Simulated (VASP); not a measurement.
# Mo (P6/mmm) in VASP: single point with r2SCAN

Aim: the single point of Mo with r2SCAN.

Everything below comes from runs of VASP 6.6.1. Logs are shortened: lines on timing, memory, paths and dates and some standing lists are left out, and cuts for length are marked.

### Step 1. The cell of the first run

Symmetry: P6/mmm, No. 191, hexagonal system. Conventional cell: a = 2.749 Å, b = 2.749 Å, c = 12.136 Å, α = 90.00°, β = 90.00°, γ = 120.00°. Within 3.3 Å of Mo (site symmetry 6mm) lie 7 Mo at 2.53 to 2.75 Å. Mo (site symmetry 6mm) has 8 Mo at 2.53 to 2.75 Å within 3.3 Å.

This isn't the form of Mo at room conditions, which is bcc.

### Step 2. Single point, r2SCAN (the distance across one plane changed)

Contents of POSCAR:

```
Mo
1.0
   -2.7488179299      0.0000000000      0.0000000000
   -1.3744089650     -2.3805461577      0.0000000000
    0.0000000000      0.0000000000     12.1356021769
Mo
4
Direct
    0.0000000000      1.0000000000      0.7307961958
    0.0000000000      1.0000000000      0.1043994565
    0.0000000000      1.0000000000      0.3131983696
    0.0000000000      1.0000000000      0.5219972827
```

Contents of INCAR.step1:

```
SYSTEM = Mo
  PREC = Accurate
  ENCUT = 520
  ISMEAR = 0
  SIGMA = 0.15
  LREAL = .FALSE.
  LASPH = .TRUE.
  NELM = 60
  NBANDS = 36
  GGA = PE
  ALGO = Normal
  EDIFF = 1E-4
  LWAVE = .TRUE.
  LCHARG = .FALSE.
```

Contents of INCAR.step2:

```
SYSTEM = Mo
  PREC = Accurate
  ENCUT = 520
  EDIFF = 1E-6
  ISMEAR = 0
  SIGMA = 0.15
  LREAL = .FALSE.
  LASPH = .TRUE.
  NELM = 60
  ALGO = Normal
  ISIF = 2
  LWAVE = .FALSE.
  LCHARG = .FALSE.
  METAGGA = R2SCAN
  LMIXTAU = .TRUE.
  NBANDS = 36
  ISTART = 1
```

Contents of KPOINTS:

```
Automatic mesh
0
G
  24 24 6
  0 0 0
```

Potentials or basis: VASP PAW PBE potentials, release 64 (Mo_sv).

On the command line:

```sh
$ cat potpaw_PBE.64/Mo_sv/POTCAR > POTCAR
$ cp INCAR.step1 INCAR
$ mpirun -np 1 vasp_std > vasp.out
$ cp INCAR.step2 INCAR
$ mpirun -np 1 vasp_std > vasp.out
```

OUTCAR:

```text
SYSTEM = Mo
   PREC = Accurate
   ENCUT = 520
   EDIFF = 1E-6
   ISMEAR = 0
   LREAL = .FALSE.
   LASPH = .TRUE.
   NELM = 60
   ISIF = 2
   METAGGA = R2SCAN
   ISTART = 1

 ion  position               nearest neighbor table
   1  0.000  0.000  0.731-   4 2.53
   2  0.000  0.000  0.104-   3 2.53
   3  0.000  0.000  0.313-   4 2.53   2 2.53
   4  0.000  0.000  0.522-   1 2.53   3 2.53

  LATTYP: Found a hexagonal cell.
 ALAT       =     2.7488179299
 C/A-ratio  =     4.4148439388

  Lattice vectors:

 A1 = (   1.3744089650,   2.3805461577,   0.0000000000)
 A2 = (  -2.7488179299,   0.0000000000,   0.0000000000)
 A3 = (   0.0000000000,   0.0000000000,  12.1356021769)

Analysis of symmetry for initial positions (statically):
=====================================================================
 Subroutine PRICEL returns:
 Original cell was already a primitive cell.

 Routine SETGRP: Setting up the symmetry group for a
 hexagonal supercell.

 Subroutine GETGRP returns: Found 24 space group operations
 (whereof 12 operations were pure point group operations)
 out of a pool of 24 trial point group operations.

The static configuration has the point symmetry C_6v.
 The point group associated with its full space group is D_6h.

Analysis of symmetry for dynamics (positions and initial velocities):
=====================================================================
 Subroutine PRICEL returns:
 Original cell was already a primitive cell.

 Routine SETGRP: Setting up the symmetry group for a
 hexagonal supercell.

 Subroutine GETGRP returns: Found 24 space group operations
 (whereof 12 operations were pure point group operations)
 out of a pool of 24 trial point group operations.

The dynamic configuration has the point symmetry C_6v.
 The point group associated with its full space group is D_6h.

 Subroutine INISYM returns: Found 24 space group operations
 (whereof 12 operations are pure point group operations),
 and found     1 'primitive' translations

----------------------------------------------------------------------------------------

                                     Primitive cell

  volume of cell :      79.4116

  direct lattice vectors                    reciprocal lattice vectors
    -2.748817930  0.000000000  0.000000000    -0.363792738  0.210035835  0.000000000
    -1.374408965 -2.380546158  0.000000000     0.000000000 -0.420071670  0.000000000
     0.000000000  0.000000000 12.135602177     0.000000000  0.000000000  0.082402174

  length of vectors
     2.748817930  2.748817930 12.135602177     0.420071670  0.420071670  0.082402174

  position of ions in fractional coordinates (direct lattice)
     0.000000000  0.000000000  0.730796196
     0.000000000  0.000000000  0.104399456
     0.000000000  0.000000000  0.313198370
     0.000000000  0.000000000  0.521997283

  ion indices of the primitive-cell ions
   primitive index   ion index
                 1           1
                 2           2
                 3           3
                 4           4

----------------------------------------------------------------------------------------

 KPOINTS: Automatic mesh

Automatic generation of k-mesh.
 Grid dimensions read from file:
 generate k-points for:   24   24    6

 Generating k-lattice:

  Cartesian coordinates                     Fractional coordinates (reciprocal lattice)
    -0.015158031  0.008751493  0.000000000     0.041666667  0.000000000  0.000000000
     0.000000000 -0.017502986  0.000000000     0.000000000  0.041666667  0.000000000
     0.000000000  0.000000000  0.013733696     0.000000000  0.000000000  0.166666667

  Length of vectors
     0.017502986  0.017502986  0.013733696

  Shift w.r.t. Gamma in fractional coordinates (k-lattice)
     0.000000000  0.000000000  0.000000000

 Subroutine IBZKPT returns following result:
 ===========================================

 Found    244 irreducible k-points:

 Following reciprocal coordinates:
            Coordinates               Weight
  0.000000  0.000000  0.000000      1.000000
  0.041667 -0.000000  0.000000      6.000000
  0.083333 -0.000000  0.000000      6.000000
  0.125000 -0.000000  0.000000      6.000000
  0.166667 -0.000000  0.000000      6.000000
  0.208333 -0.000000  0.000000      6.000000
[... 16 lines left out ...]
  0.458333  0.041667  0.000000     12.000000
  0.500000  0.041667  0.000000     12.000000
 [... further k-points ...]
   k-points           NKPTS =    244   k-points in BZ     NKDIM =    244   number of bands    NBANDS=     36
   number of dos      NEDOS =    301   number of ions     NIONS =      4
   total plane-waves  NPLWV =  36000
   dimension x,y,z NGX =    20 NGY =   20 NGZ =   90
   dimension x,y,z NGXF=    40 NGYF=   40 NGZF=  180
   ions per type =               4
   NGX,Y,Z   is equivalent  to a cutoff of  12.10, 12.10, 12.33 a.u.
   NGXF,Y,Z  is equivalent  to a cutoff of  24.19, 24.19, 24.66 a.u.
 SYSTEM =  Mo
   PREC   = accura    normal or accurate (medium, high low for compatibility)
   ISTART =      1    job   : 0-new  1-cont  2-samecut
   ICHARG =      0    charge: 1-file 2-atom 10-const
   ISPIN  =      1    spin polarized calculation?
   LNONCOLLINEAR =      F non collinear calculations
   LSORBIT =      F    spin-orbit coupling
   LASPH  =      T    aspherical Exc in radial PAW
   ENCUT  =  520.0 eV  38.22 Ry    6.18 a.u.   5.11  5.11 22.56*2*pi/ulx,y,z
   NELM   =     60;   NELMIN=  2; NELMDL=  0     # of ELM steps
   EDIFF  = 0.1E-05   stopping-criterion for ELM
   LREAL  =      F    real-space projection
   EDIFFG = 0.1E-04   stopping-criterion for IOM
   NSW    =      0    number of steps for IOM
   IBRION =     -1    ionic relax: 0-MD 1-quasi-New 2-CG
   NFREE  =      0    steps in history (QN), initial steepest desc. (CG)
   ISIF   =      2    stress and relaxation
   ISYM   =      2    0-nonsym 1-usesym 2-fastsym
   POTIM  = 0.5000    time-step for ionic-motion
   TEBEG  =    0.0;   TEEND  =   0.0 temperature during run
   PSTRESS=    0.0 pullay stress
   NELECT =      56.0000    total number of electrons
   NUPDOWN=      -1.0000    fix difference up-down
   EMIN   =  10.00;   EMAX   =-10.00  energy-range for DOS
   EFERMI =   0.00;   METHOD = LEGACY
   ISMEAR =     0;   SIGMA  =   0.15  broadening in eV -4-tet -1-fermi 0-gaus
   EFERMI_NEDOS =   21; number of points for ismear=-14 and -15
   IALGO  =     38    algorithm
   IMIX   =      4    mixing-type and parameters
     AMIX     =   0.40;   BMIX     =  1.00
     AMIX_MAG =   1.60;   BMIX_MAG =  1.00
  volume/ion in A,a.u.               =      19.85       133.97
  Fermi-wavevector in a.u.,A,eV,Ry     =   1.457168  2.753648 28.889763  2.123338
  Thomas-Fermi vector in A             =   2.574001
   LORBIT       =      0    0 simple, 1 ext, 2 COOP (PROOUT), +10 PAW based schemes
   METAGGA = R2SCAN    functional components
   LHFCALC =     F    Hartree Fock is set to
   AEXX    =    0.0000 exact exchange contribution
   IVDW    =     0    specifies the selected vdW correction
   LEPSILON=     F    determine dielectric tensor
   LRPA    =     F    only Hartree local field effects (RPA)
 non-spin polarized calculation
 Gauss-broadening in eV      SIGMA  =   0.15
  energy-cutoff  :      520.00
  volume of cell :       79.41
 maximum number of plane-waves:      2163
   NGX = 11   NGY = 11   NGZ = 45

 number of electron      56.0000013 magnetization

 Free energy of the ion-electron system (eV)
  ---------------------------------------------------
  ext. energy  EPLUGINS =         0.00000000
  ---------------------------------------------------
  free energy    TOTEN  =       -98.98547656 eV

  energy without entropy =      -98.91956274  energy(sigma->0) =      -98.95251965

 E-fermi :   8.8067     XC(G=0): -12.6553

 val. band max:        8.8065481430   @ k =   0.4167   0.0000   0.1667
 cond. band min:       8.8080716658   @ k =   0.4167   0.0000   0.3333
 fundamental gap:      0.0015235229
 Fermi energy:         8.8066782788

 k-point     1 :       0.0000    0.0000    0.0000
  band No.  band energies     occupation
      1     -54.1268      2.00000
      2     -54.0166      2.00000
      3     -53.9030      2.00000
      4     -53.8695      2.00000
      5     -28.2493      2.00000
      6     -27.7222      2.00000
[... 28 lines left out ...]
     35      10.9155      0.00000
     36      10.9155      0.00000

 k-point     2 :       0.0417   -0.0000    0.0000
  band No.  band energies     occupation
      1     -54.1229      2.00000
      2     -54.0127      2.00000
      3     -53.8993      2.00000
      4     -53.8657      2.00000
      5     -28.2449      2.00000
      6     -27.7183      2.00000
[... 28 lines left out ...]
     35      10.3824      0.00000
     36      10.8948      0.00000

 k-point     3 :       0.0833   -0.0000    0.0000
  band No.  band energies     occupation
      1     -54.1114      2.00000
      2     -54.0014      2.00000
      3     -53.8881      2.00000
      4     -53.8547      2.00000
      5     -28.2321      2.00000
      6     -27.7070      2.00000
[... 28 lines left out ...]
     35      10.8350      0.00000
     36      10.8814      0.00000

 k-point     4 :       0.1250   -0.0000    0.0000
  band No.  band energies     occupation
      1     -54.0930      2.00000
      2     -53.9834      2.00000
      3     -53.8704      2.00000
      4     -53.8371      2.00000
      5     -28.2117      2.00000
      6     -27.6891      2.00000
[... 28 lines left out ...]
     35      10.7430      0.00000
     36      11.3195      0.00000

 k-point     5 :       0.1667   -0.0000    0.0000
  band No.  band energies     occupation
      1     -54.0690      2.00000
      2     -53.9598      2.00000
      3     -53.8472      2.00000
      4     -53.8141      2.00000
      5     -28.1850      2.00000
      6     -27.6656      2.00000
[... 655 lines left out ...]
 k-point    22 :       0.4167    0.0417    0.0000
  band No.  band energies     occupation
      1     -53.9153      2.00000
      2     -53.8089      2.00000
      3     -53.6987      2.00000
      4     -53.6670      2.00000
      5     -28.0142      2.00000
      6     -27.9468      2.00000
[... 28 lines left out ...]
     35      12.2067      0.00000
     36      12.7287      0.00000

 k-point    23 :       0.4583    0.0417    0.0000
  band No.  band energies     occupation
      1     -53.8998      2.00000
      2     -53.7936      2.00000
      3     -53.6837      2.00000
      4     -53.6522      2.00000
      5     -28.0324      2.00000
      6     -27.9968      2.00000
[... 28 lines left out ...]
     35      12.7302      0.00000
     36      13.2498      0.00000

 k-point    24 :       0.5000    0.0417    0.0000
  band No.  band energies     occupation
      1     -53.8917      2.00000
      2     -53.7857      2.00000
      3     -53.6759      2.00000
      4     -53.6445      2.00000
      5     -28.0764      2.00000
      6     -27.9878      2.00000
[... 28 lines left out ...]
     35      13.2403      0.00000
     36      13.5442      0.00000

 [... further k-points ...]

------------------------ aborting loop because EDIFF is reached ----------------------------------------

  FORCE on cell =-STRESS in cart. coord.  units (eV):
  Direction    XX          YY          ZZ          XY          YZ          ZX
  --------------------------------------------------------------------------------------
  -------------------------------------------------------------------------------------
  Total       -1.7943959     -1.7943959     -1.9497232     -0.0000000     -0.0000000      0.0000000
  in kB      -36.2030308    -36.2030308    -39.3368551     -0.0000000     -0.0000000      0.0000000
  external PRESSURE =     -37.2476389 kB  Pullay stress =       0.0000000 kB

 VOLUME and BASIS-vectors are now :
 -----------------------------------------------------------------------------
  energy-cutoff  :      520.00
  volume of cell :       79.41
      direct lattice vectors                 reciprocal lattice vectors
    -2.748817930  0.000000000  0.000000000    -0.363792738  0.210035835  0.000000000
    -1.374408965 -2.380546158  0.000000000     0.000000000 -0.420071670  0.000000000
     0.000000000  0.000000000 12.135602177     0.000000000  0.000000000  0.082402174

 POSITION                                       TOTAL-FORCE (eV/Angst)
 -----------------------------------------------------------------------------------
      0.00000      0.00000      8.86865         0.000000      0.000000      0.007234
      0.00000      0.00000      1.26695        -0.000000     -0.000000     -0.007234
      0.00000      0.00000      3.80085        -0.000000      0.000000     -0.711857
      0.00000      0.00000      6.33475         0.000000     -0.000000      0.711857
 -----------------------------------------------------------------------------------
    total drift:                                0.000000      0.000000     -0.000058

  FREE ENERGIE OF THE ION-ELECTRON SYSTEM (eV)
  ---------------------------------------------------
  free  energy   TOTEN  =       -98.9854765613 eV

  energy  without entropy=      -98.9195627365  energy(sigma->0) =      -98.95251965
```

It took 20 min on 1 thread of Intel Xeon 6975P-C (Granite Rapids), shared host; peak memory 0.55 GiB.

What came out:

```yaml
Free_energy: -98.9855 eV
Pressure: -3.7 GPa
Largest_force: 0.712 eV/Å
Band_gap_on_the_k_mesh: zero (bands 28 and 29 overlap by 1.58 eV)
```

Forces on the atoms (eV/Å):
```
Mo   0.000  0.000  0.007
Mo   0.000  0.000 -0.007
Mo   0.000  0.000 -0.712
Mo   0.000  0.000  0.712
```

Caveat: the cell differs from its parent crystal (the distance across one plane changed); the cell stands under tension; the PAW data sets were made with another functional, which shifts forces and pressure a little.
